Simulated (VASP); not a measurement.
Input of a VASP 6.6.1 run:

The input INCAR:

```
PREC = Accurate ; ENCUT = 600
EDIFF = 1E-7 ; ISMEAR = -1
SIGMA = 0.08 ; LREAL = F
LASPH = T ; NELM = 100
ALGO = Normal ; ISIF = 4
LWAVE = F ; LCHARG = F
GGA = PE ; IBRION = 2
NSW = 50 ; EDIFFG = -0.005
```

The input KPOINTS:

```
Automatic mesh
0
Gamma
  11 11 6
```

POSCAR

```
TaN
1.0
    2.7956309439      0.0000000000      0.0000000000
   -1.3978154720      2.4210874170      0.0000000000
    0.0000000000      0.0000000000      5.6688007545
Ta N
2 2
Direct
    0.0000000000      0.0000000000      0.0000000000
    0.0000000000      0.0000000000      0.5000000000
    0.3333333333      0.6666666667      0.2500000000
    0.6666666667      0.3333333333      0.7500000000
```

Potentials or basis: VASP PAW PBE potentials, release 64 (Ta_pv, N).

Run with:

```bash
$ cat potpaw_PBE.64/Ta_pv/POTCAR potpaw_PBE.64/N/POTCAR > POTCAR
$ mpirun -np 1 vasp_std > vasp.out
```

**Question.** What does it give for the band gap on the k mesh?

**Answer.** Zero (bands 16 and 17 overlap by 1.22 eV).

Final structure:
```
CELL_PARAMETERS angstrom
2.78538 0.00000 0.00000
-1.39269 2.41221 0.00000
0.00000 0.00000 5.71060
ATOMIC_POSITIONS crystal
Ta 0.00000 0.00000 0.00000
Ta 0.00000 0.00000 0.50000
N 0.33333 0.66667 0.25000
N 0.66667 0.33333 0.75000
```

Caveat: spin-orbit coupling is left out, which moves the levels of the heavy elements.
